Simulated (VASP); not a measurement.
Li:

```
Li
1.0
    -1.75465    1.75465    1.75465
     1.75465   -1.75465    1.75465
     1.75465    1.75465   -1.75465
Li
1
Direct
  0.00000 0.00000 0.00000
```

| Item | Value |
| --- | --- |
| Program | VASP 6.6.1 |
| Task | relaxation of cell and atoms |
| Functional | RPBE |
| Dispersion | D3(BJ) |
| Potentials or basis | VASP PAW PBE potentials, release 64 (Li_sv) |
| Cutoff | 600 eV |
| k mesh | 11 × 11 × 11 |
| Occupations | fermi-dirac, width 0.05 eV |
| Spin | no spin polarisation |

At the start: pressure -8.1 GPa; volume 21.61 Å³/atom.

Problem. Where does the relaxation end?

Solution. Over 8 steps the energy falls by 393.0 meV/atom and the volume is 11.91 Å³/atom (-44.9 %); space group Im-3m (No. 229, to 0.05 Å).

The path:
```
step  energy change (eV)  largest force (eV/Å)  pressure (GPa)  volume (Å³)
   1              0.0000                0.0000           -8.05        21.61
   2             -0.1644                0.0000           -8.14        18.39
   3             -0.3752                0.0000            4.94        10.67
   4             -0.3905                0.0000           -1.54        12.42
   5             -0.3930                0.0000           -0.07        11.94
   6             -0.3928                0.0000            0.44        11.78
   7             -0.3930                0.0000            0.15        11.86
   8             -0.3930                0.0000            0.00        11.91
```

Final structure:
```
Li
1.0
    -1.43844    1.43844    1.43844
     1.43844   -1.43844    1.43844
     1.43844    1.43844   -1.43844
Li
1
Cartesian
  0.0000 0.0000 0.0000
```

The cell as given is a measured one (21.61 Å³/atom); RPBE+D3(BJ) puts the equilibrium volume -44.9 % from it, thermal expansion not counted.

Caveat: the cutoff is under 1.25 times the usual one of these potentials, so pressure, stress and relaxed cells hold a basis-set (Pulay) error; the volume moved by over 15 % at a fixed basis, so the end points are rough; the PAW data sets were made with another functional, which shifts forces and pressure a little; the volume moved by -45 % from the deposited cell, more than functionals usually miss; pairwise dispersion overbinds metals, which lowers pressure and volume.
